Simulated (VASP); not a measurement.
# CaSe in VASP: notebook

Runs on CaSe. Level: LDA. Tasks: single point.

Everything below comes from runs of VASP 6.6.1. Logs are shortened: lines on timing, memory, paths and dates and some standing lists are left out, and cuts for length are marked.

## (1) The cell of the first run

The structure is cubic, space group Fm-3m (No. 225). The conventional cell has a = 5.940 Å, b = 5.940 Å, c = 5.940 Å, α = 90.00°, β = 90.00°, γ = 90.00°. Within 3.9 Å of Ca (site symmetry m-3m) lie 6 Se at 2.97 Å. Within 3.9 Å of Se (site symmetry m-3m) lie 6 Ca at 2.97 Å.

## (2) Single point, LDA

Input file INCAR:

```
  ALGO = Normal
  EDIFF = 1E-6
  ENCUT = 520
  ISIF = 2
  ISMEAR = 0
  LASPH = True
  LCHARG = True
  LELF = True
  LREAL = False
  LVHAR = True
  LWAVE = False
  NBANDS = 15
  NELM = 60
  PREC = Accurate
  SIGMA = 0.05
```

Input file KPOINTS:

```
k-points
0
Gamma
  9 9 9
```

Input file POSCAR:

```
CaSe
1.0
    0.0000000000      2.9702381052      2.9702381052
    2.9702381052      0.0000000000      2.9702381052
    2.9702381052      2.9702381052      0.0000000000
Ca Se
1 1
Direct
    0.0000000000      0.0000000000      0.0000000000
    0.5000000000      0.5000000000      0.5000000000
```

Potentials or basis: VASP PAW LDA potentials, release 64 (Ca_sv, Se).

Run with:

```console
cat potpaw_LDA.64/Ca_sv/POTCAR potpaw_LDA.64/Se/POTCAR > POTCAR
mpirun -np 1 vasp_std > vasp.out
```

OUTCAR:

```text
EDIFF = 1E-6
   ENCUT = 520
   ISIF = 2
   ISMEAR = 0
   LASPH = True
   LREAL = False
   NELM = 60
   PREC = Accurate

 ion  position               nearest neighbor table
   1  0.000  0.000  0.000-   2 2.97   2 2.97   2 2.97   2 2.97   2 2.97   2 2.97
   2  0.500  0.500  0.500-   1 2.97   1 2.97   1 2.97   1 2.97   1 2.97   1 2.97

  LATTYP: Found a face centered cubic cell.
 ALAT       =     5.9404762104

  Lattice vectors:

 A1 = (   0.0000000000,   2.9702381052,   2.9702381052)
 A2 = (   2.9702381052,   0.0000000000,   2.9702381052)
 A3 = (   2.9702381052,   2.9702381052,   0.0000000000)

Analysis of symmetry for initial positions (statically):
=====================================================================
 Subroutine PRICEL returns:
 Original cell was already a primitive cell.

 Routine SETGRP: Setting up the symmetry group for a
 face centered cubic supercell.

 Subroutine GETGRP returns: Found 48 space group operations
 (whereof 48 operations were pure point group operations)
 out of a pool of 48 trial point group operations.

The static configuration has the point symmetry O_h .

Analysis of symmetry for dynamics (positions and initial velocities):
=====================================================================
 Subroutine PRICEL returns:
 Original cell was already a primitive cell.

 Routine SETGRP: Setting up the symmetry group for a
 face centered cubic supercell.

 Subroutine GETGRP returns: Found 48 space group operations
 (whereof 48 operations were pure point group operations)
 out of a pool of 48 trial point group operations.

The dynamic configuration has the point symmetry O_h .

 Subroutine INISYM returns: Found 48 space group operations
 (whereof 48 operations are pure point group operations),
 and found     1 'primitive' translations

----------------------------------------------------------------------------------------

                                     Primitive cell

  volume of cell :      52.4087

  direct lattice vectors                    reciprocal lattice vectors
     0.000000000  2.970238105  2.970238105    -0.168336673  0.168336673  0.168336673
     2.970238105  0.000000000  2.970238105     0.168336673 -0.168336673  0.168336673
     2.970238105  2.970238105  0.000000000     0.168336673  0.168336673 -0.168336673

  length of vectors
     4.200551012  4.200551012  4.200551012     0.291567670  0.291567670  0.291567670

  position of ions in fractional coordinates (direct lattice)
     0.000000000  0.000000000  0.000000000
     0.500000000  0.500000000  0.500000000

[... 82 lines left out ...]
   ISIF   =      2    stress and relaxation
   ISYM   =      2    0-nonsym 1-usesym 2-fastsym
   POTIM  = 0.5000    time-step for ionic-motion
   TEBEG  =    0.0;   TEEND  =   0.0 temperature during run
   PSTRESS=    0.0 pullay stress
   NELECT =      16.0000    total number of electrons
   NUPDOWN=      -1.0000    fix difference up-down
   EMIN   =  10.00;   EMAX   =-10.00  energy-range for DOS
   EFERMI =   0.00;   METHOD = LEGACY
   ISMEAR =     0;   SIGMA  =   0.05  broadening in eV -4-tet -1-fermi 0-gaus
   EFERMI_NEDOS =   21; number of points for ismear=-14 and -15
   IALGO  =     38    algorithm
   IMIX   =      4    mixing-type and parameters
     AMIX     =   0.40;   BMIX     =  1.00
     AMIX_MAG =   1.60;   BMIX_MAG =  1.00
  volume/ion in A,a.u.               =      26.20       176.84
  Fermi-wavevector in a.u.,A,eV,Ry     =   1.102335  2.083111 16.533014  1.215142
  Thomas-Fermi vector in A             =   2.238776
   LORBIT       =      0    0 simple, 1 ext, 2 COOP (PROOUT), +10 PAW based schemes
   GGA     = CA    functional components
   LHFCALC =     F    Hartree Fock is set to
   AEXX    =    0.0000 exact exchange contribution
   IVDW    =     0    specifies the selected vdW correction
   LEPSILON=     F    determine dielectric tensor
   LRPA    =     F    only Hartree local field effects (RPA)
 non-spin polarized calculation
 Gauss-broadening in eV      SIGMA  =   0.05
  energy-cutoff  :      520.00
  volume of cell :       52.41
 maximum number of plane-waves:      1424
   NGX = 15   NGY = 15   NGZ = 15

 number of electron      15.9999999 magnetization

 Free energy of the ion-electron system (eV)
  ---------------------------------------------------
  ext. energy  EPLUGINS =         0.00000000
  ---------------------------------------------------
  free energy    TOTEN  =       -10.54233722 eV

  energy without entropy =      -10.54233722  energy(sigma->0) =      -10.54233722

 E-fermi :   2.5079     XC(G=0):  -9.4434

 val. band max:        2.2582066004   @ k =   0.0000   0.0000   0.0000
 cond. band min:       4.1893451331   @ k =   0.4444   0.4444   0.0000
 fundamental gap:      1.9311385327
 Fermi energy:         2.5078686910

 k-point     1 :       0.0000    0.0000    0.0000
  band No.  band energies     occupation
      1     -37.0561      2.00000
      2     -18.3444      2.00000
      3     -18.3444      2.00000
      4     -18.3444      2.00000
      5      -9.5369      2.00000
      6       2.2582      2.00000
      7       2.2582      2.00000
      8       2.2582      2.00000
      9       5.2952      0.00000
     10       5.8085      0.00000
     11       5.8085      0.00000
     12       5.8085      0.00000
     13       6.4049      0.00000
     14       6.4049      0.00000
[... 401 lines left out ...]
      2     -18.4259      2.00000
      3     -18.3768      2.00000
      4     -18.3768      2.00000
      5      -8.9809      2.00000
      6      -0.2627      2.00000
      7       1.3419      2.00000
      8       1.3419      2.00000
      9       4.1893      0.00000
     10       7.0845      0.00000
     11       7.1391      0.00000
     12       8.1001      0.00000
     13       8.1001      0.00000
     14       8.1661      0.00000
     15      12.0765      0.00000

 [... further k-points ...]
[... 5 lines left out ...]
  --------------------------------------------------------------------------------------
  -------------------------------------------------------------------------------------
  Total       -1.1503166     -1.1503166     -1.1503166     -0.0000000     -0.0000000      0.0000000
  in kB      -35.1660970    -35.1660970    -35.1660970     -0.0000000     -0.0000000      0.0000000
  external PRESSURE =     -35.1660970 kB  Pullay stress =       0.0000000 kB

 VOLUME and BASIS-vectors are now :
 -----------------------------------------------------------------------------
  energy-cutoff  :      520.00
  volume of cell :       52.41
      direct lattice vectors                 reciprocal lattice vectors
     0.000000000  2.970238105  2.970238105    -0.168336673  0.168336673  0.168336673
     2.970238105  0.000000000  2.970238105     0.168336673 -0.168336673  0.168336673
     2.970238105  2.970238105  0.000000000     0.168336673  0.168336673 -0.168336673

 POSITION                                       TOTAL-FORCE (eV/Angst)
 -----------------------------------------------------------------------------------
      0.00000      0.00000      0.00000        -0.000000      0.000000     -0.000000
      2.97024      2.97024      2.97024         0.000000     -0.000000      0.000000
 -----------------------------------------------------------------------------------
    total drift:                                0.000000     -0.000000     -0.000000

  FREE ENERGIE OF THE ION-ELECTRON SYSTEM (eV)
  ---------------------------------------------------
  free  energy   TOTEN  =       -10.5423372185 eV

  energy  without entropy=      -10.5423372185  energy(sigma->0) =      -10.54233722
```

stdout:

```text
POSCAR found type information on POSCAR CaSe
 POSCAR found :  2 types and       2 ions
 scaLAPACK will be used
 LDA part: xc-table for (Slater(with rela. corr.)+CA(PZ))
 , standard interpolation
 POSCAR, INCAR and KPOINTS ok, starting setup
 FFT: planning ... GRIDC
 FFT: planning ... GRID_SOFT
 FFT: planning ... GRID
 WAVECAR not read
 entering main loop
```

It took 10 s on 1 thread of Intel Xeon Platinum 8488C (Sapphire Rapids), shared host; peak memory 0.17 GiB.

Results:

```
Free energy            : -10.5423 eV
Pressure               : -3.5 GPa
Band gap on the k mesh : 1.93 eV (least direct gap 2.85 eV)
```

Levels at points of the mesh, in eV from the valence-band top:
| k point | band 5 | band 6 | band 7 | band 8 | band 9 | band 10 | band 11 | band 12 |
| --- | --- | --- | --- | --- | --- | --- | --- | --- |
| (0.00, 0.00, 0.00) | -11.80 | 0.00 | 0.00 | 0.00 | 3.04 | 3.55 | 3.55 | 3.55 |

Caveat: the cell stands under tension; an odd mesh through Γ misses points on the zone boundary, where band edges can lie.

## (3) Single point, LDA

Input file INCAR:

```
ALGO     = Normal         # electronic algorithm
EDIFF    = 1E-7           # SCF threshold, eV
ENCUT    = 520            # plane-wave cutoff, eV
ISIF     = 2              # what is computed and relaxed
ISMEAR   = 0              # smearing method
LASPH    = True           # aspherical terms in the spheres
LCHARG   = False          # write CHGCAR
LREAL    = False          # projectors in reciprocal space
LWAVE    = False          # write WAVECAR
NBANDS   = 15             # bands
NELM     = 60             # most SCF steps
PREC     = Accurate       # precision mode
SIGMA    = 0.2            # smearing width, eV
```

KPOINTS is that of step 2.

POSCAR is that of step 2.

Potentials or basis: VASP PAW LDA potentials, release 64 (Ca_sv, Se).

Run with:

```console
cat potpaw_LDA.64/Ca_sv/POTCAR potpaw_LDA.64/Se/POTCAR > POTCAR
mpirun -np 1 vasp_std > vasp.out
```

It took 11 s on 1 thread of Intel Xeon Platinum 8488C (Sapphire Rapids), shared host; peak memory 0.17 GiB.

It converged, with:

| Property | Result |
| --- | --- |
| Free energy | -10.5423 eV |
| Pressure | -3.5 GPa |
| Band gap on the k mesh | 1.93 eV (least direct gap 2.85 eV) |

Levels at points of the mesh, in eV from the valence-band top:
| k point | band 4 | band 5 | band 6 | band 7 | band 8 | band 9 | band 10 | band 11 | band 12 | band 13 |
| --- | --- | --- | --- | --- | --- | --- | --- | --- | --- | --- |
| (0.00, 0.00, 0.00) | -20.60 | -11.79 | 0.00 | 0.00 | 0.00 | 3.04 | 3.55 | 3.55 | 3.55 | 4.15 |

Caveat: the cell stands under tension; an odd mesh through Γ misses points on the zone boundary, where band edges can lie.

## (4) Single point, LDA

Input file INCAR:

```
SYSTEM = CaSe
ALGO     = Normal         ! electronic algorithm
EDIFF    = 1E-7           ! SCF threshold, eV
ENCUT    = 520            ! plane-wave cutoff, eV
ISIF     = 2              ! what is computed and relaxed
ISMEAR   = 0              ! smearing method
LASPH    = .True.         ! aspherical terms in the spheres
LCHARG   = .True.         ! write CHGCAR
LELF     = .True.         ! ELF
LREAL    = .False.        ! projectors in reciprocal space
LVHAR    = .True.       
LWAVE    = .False.        ! write WAVECAR
NBANDS   = 15             ! bands
NELM     = 80             ! most SCF steps
PREC     = Accurate       ! precision mode
SIGMA    = 0.05           ! smearing width, eV
```

Input file KPOINTS:

```
k-points
0
Gamma
  9 9 9
  0 0 0
```

POSCAR is that of step 3.

Run with:

```console
cat potpaw_LDA.64/Ca_sv/POTCAR potpaw_LDA.64/Se/POTCAR > POTCAR
mpirun -np 1 vasp_std > vasp.out
```

Wall time 12 s (1 thread of Intel Xeon Platinum 8488C (Sapphire Rapids), shared host); peak memory 0.16 GiB.

It converged, with:

* Free energy: -10.5423 eV
* Pressure: -3.5 GPa
* Band gap on the k mesh: 1.93 eV (least direct gap 2.85 eV)

Levels at points of the mesh, in eV from the valence-band top:
| k point | band 5 | band 6 | band 7 | band 8 | band 9 | band 10 | band 11 | band 12 |
| --- | --- | --- | --- | --- | --- | --- | --- | --- |
| (0.00, 0.00, 0.00) | -11.79 | 0.00 | 0.00 | 0.00 | 3.04 | 3.55 | 3.55 | 3.55 |

Caveat: the cell stands under tension; an odd mesh through Γ misses points on the zone boundary, where band edges can lie.

## (5) Single point, LDA (z stretched by -1 % at fixed volume)

Input file INCAR:

```
  PREC = Accurate
  ENCUT = 520
  EDIFF = 1E-6
  ISMEAR = -1
  SIGMA = 0.03
  LREAL = F
  LASPH = T
  NELM = 80
  ALGO = Normal
  ISIF = 2
  LWAVE = F
  LCHARG = F
  GGA = CA
  NBANDS = 15
```

Input file KPOINTS:

```
regular mesh
0
Gamma
  9 9 9
```

Input file POSCAR:

```
CaSe
1.0
    0.0000000000      2.9852016162      2.9405357242
    2.9852016162      0.0000000000      2.9405357242
    2.9852016162      2.9852016162      0.0000000000
Ca Se
1 1
Direct
    0.0000000000      0.0000000000      0.0000000000
    0.5000000000      0.5000000000      0.5000000000
```

Run with:

```console
cat potpaw_LDA.64/Ca_sv/POTCAR potpaw_LDA.64/Se/POTCAR > POTCAR
mpirun -np 1 vasp_std > vasp.out
```

It took 19 s on 1 thread of Intel Xeon Platinum 8488C (Sapphire Rapids), shared host; peak memory 0.19 GiB.

Results (log left out):

```yaml
Free_energy: -10.5404 eV
Pressure: -3.5 GPa
Band_gap_on_the_k_mesh: 1.92 eV (least direct gap 2.82 eV)
```

Stress tensor (GPa, compression positive):
```
-3.89  0.00  0.00
 0.00 -3.89  0.00
 0.00  0.00 -2.68
```

Levels at points of the mesh, in eV from the valence-band top:
| k point | band 4 | band 5 | band 6 | band 7 | band 8 | band 9 | band 10 | band 11 | band 12 | band 13 |
| --- | --- | --- | --- | --- | --- | --- | --- | --- | --- | --- |
| (0.00, 0.00, 0.00) | -20.60 | -11.80 | -0.01 | -0.01 | 0.00 | 3.02 | 3.52 | 3.52 | 3.61 | 4.12 |

Caveat: the cell stands under tension.

## (6) The runs side by side

```csv
cell,smearing,gap on the mesh (eV),pressure (GPa)
"a = 4.201 Å, angles 60.0°, 2 atoms",gaussian 0.05 eV,1.93,-3.5
"a = 4.201 Å, angles 60.0°, 2 atoms",gaussian 0.2 eV,1.93,-3.5
"a = 4.190, b = 4.190, c = 4.222 Å, angles 59.8, 59.8, 60.5°, 2 atoms",fermi-dirac 0.03 eV,1.92,-3.5
```

Alike in all rows: task single point; level LDA; potentials or basis VASP PAW LDA potentials, release 64 (Ca_sv, Se); no spin polarisation; k mesh 9 × 9 × 9; cutoff (eV) 520.

Caveats: the cell stands under tension; an odd mesh through Γ misses points on the zone boundary, where band edges can lie (at least some runs).

Total energies depend on the potentials used, so only differences within one code and one set of settings carry meaning.
